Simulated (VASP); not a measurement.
MgCd3Te4:

```
Mg Cd Te
1.0
     4.67334    0.05281   -0.01965
     0.05281    4.67231    0.00758
    -0.05526    0.02132   13.27388
Mg Cd Te
1 3 4
Direct
  0.05240 0.04831 0.00247
  0.49024 0.48848 0.24539
  0.94897 0.98806 0.49609
  0.44062 0.50347 0.77228
  0.50968 0.96619 0.12034
  0.02196 0.46913 0.37795
  0.52534 0.06150 0.60467
  0.01080 0.47485 0.88082
```

- Program: VASP 6.6.1
- Task: relaxation of cell and atoms
- Functional: PBE
- Potentials or basis: VASP PAW PBE potentials, release 64 (Mg, Cd, Te)
- Cutoff: 600 eV
- k mesh: 4 × 4 × 1
- Occupations: gaussian, width 0.1 eV
- Spin: no spin polarisation

At the start: pressure 2.1 GPa; volume 36.22 Å³/atom.

Question: How do energy, volume and symmetry change on relaxing?

Answer: Over 26 steps the energy falls by 219.9 meV/atom and the volume is 35.85 Å³/atom (-1.0 %); space group P1 (No. 1, to 0.1 Å) before, P-4m2 (No. 115, to 0.1 Å).

Step by step:
```
step  energy change (eV)  largest force (eV/Å)  pressure (GPa)  volume (Å³)
   1              0.0000                3.7312            2.10       289.80
   2             -1.0628                0.8488           -1.82       309.70
   3             -1.0729                0.9285           -1.58       306.88
   4             -1.3876                0.8146           -0.51       293.43
   5             -1.4905                0.9241            0.91       281.28
   6             -1.6450                0.5787            0.49       283.08
   7             -1.6591                0.4889            0.40       283.79
   8             -1.7051                0.2964           -0.25       288.78
   9             -1.7055                0.2822           -0.32       289.34
  10             -1.7224                0.1510            0.00       286.70
  11             -1.7253                0.1209            0.20       285.14
  12             -1.7326                0.1422            0.02       286.58
  13             -1.7336                0.1560           -0.07       287.38
  14             -1.7395                0.1236           -0.07       287.27
  15             -1.7444                0.1468           -0.04       287.03
  16             -1.7483                0.0883            0.08       286.11
  17             -1.7484                0.0917            0.09       286.05
  18             -1.7517                0.0607           -0.06       287.32
  19             -1.7522                0.0817           -0.14       288.04
  20             -1.7546                0.0791           -0.02       287.07
  21             -1.7551                0.0794            0.06       286.43
  22             -1.7573                0.0519            0.03       286.67
  23             -1.7580                0.0372            0.00       286.90
  24             -1.7586                0.0325           -0.01       287.02
  25             -1.7586                0.0326           -0.02       287.04
  26             -1.7590                0.0136            0.01       286.78
```

Final structure:
```
Mg Cd Te
1.0
     4.68887   -0.00081    0.00004
    -0.00172    4.68301    0.00192
     0.00063    0.00356   13.06044
Mg Cd Te
1 3 4
Cartesian
  4.6867 0.0037 13.0603
  2.3514 2.3366 3.2318
  4.6808 4.6785 6.5352
  2.3453 2.3531 9.8341
  2.3410 4.6786 1.5682
  0.0055 2.3384 4.8804
  2.3400 0.0110 8.1798
  0.0008 2.3449 11.4901
```

Caveat: the k points lie up to 0.48 Å⁻¹ apart in the final cell.
